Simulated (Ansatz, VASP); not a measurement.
**Two plane-wave programs on KBr**

```
K Br
1.0
     0.41311    3.51148    3.51148
     3.51148    0.41311    3.51148
     3.51148    3.51148    0.41311
K Br
1 1
Direct
  0.00000 0.00000 0.00000
  0.50000 0.50000 0.50000
```

Alike in both runs: task single point; functional PBE; k mesh 8 × 8 × 8; occupations gaussian, width 0.05 eV; no spin polarisation.

|  | VASP | Ansatz |
| --- | --- | --- |
| version | VASP 6.6.1 | Ansatz 0.2.0 |
| potentials or method | VASP PAW PBE potentials, release 64 (K_sv, Br), cutoff 520 eV | scalar-relativistic, plane waves, PAW |
| valence electrons in the cell | 16 | 16 |

|  | VASP | Ansatz | Ansatz less VASP |
| --- | --- | --- | --- |
| gap on the k mesh at the Fermi level (eV) | 4.07 | 4.07 | +0.002 |
| least direct gap on the mesh (eV) | 4.07 | 4.07 | +0.002 |
| pressure (GPa) | 0.6 | 0.6 | -0.04 |
| traceless stress, the component that is largest in VASP (GPa) | -0.88 | -0.88 | -0.005 |
